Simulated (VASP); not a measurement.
Set up this calculation in VASP 6.6.1, as the native input.

```yaml
Task: single point
Functional: PBE
Potentials_or_basis: VASP PAW PBE potentials, release 64 (Ti_sv)
Cutoff: 520 eV
k_mesh: 11 × 11 × 6
Occupations: methfessel-paxton, width 0.15 eV
Spin: no spin polarisation
Dipole_correction: no
Further_INCAR_settings: ALGO = Normal; EDIFF = 1e-07; NBANDS = 19
```

The structure of Ti lies in POSCAR:

```
Ti
1.0
    2.8691370373      0.0000000000      0.0000000000
   -1.4345685187      2.4847407556      0.0000000000
    0.0000000000      0.0000000000      4.5517157067
Ti
2
Direct
    0.3333333333      0.6666666667      0.2500000000
    0.6666666667      0.3333333333      0.7500000000
```

The input as run:

INCAR

```
PREC = Accurate ; ENCUT = 520
EDIFF = 1E-7 ; ISMEAR = 1
SIGMA = 0.15 ; LREAL = F
LASPH = T ; NELM = 80
ALGO = Normal ; ISIF = 2
LWAVE = F ; LCHARG = F
GGA = PE ; NBANDS = 19
```

KPOINTS

```
regular mesh
0
Gamma
  11 11 6
```

Potentials or basis: VASP PAW PBE potentials, release 64 (Ti_sv).

The run is started by

```console
$ cat potpaw_PBE.64/Ti_sv/POTCAR > POTCAR
$ mpirun -np 1 vasp_std > vasp.out
```

Results of the run:

```yaml
Pressure: 8.3 GPa
Band_gap_on_the_k_mesh: zero (band 12 reaches 9.89 eV, above the bottom of band 13 at 8.88 eV)
```

Wall time 26 s on 1 thread of Intel(R) Xeon(R) Platinum 8488C (Sapphire Rapids), on a shared host, peak memory 0.17 GiB.
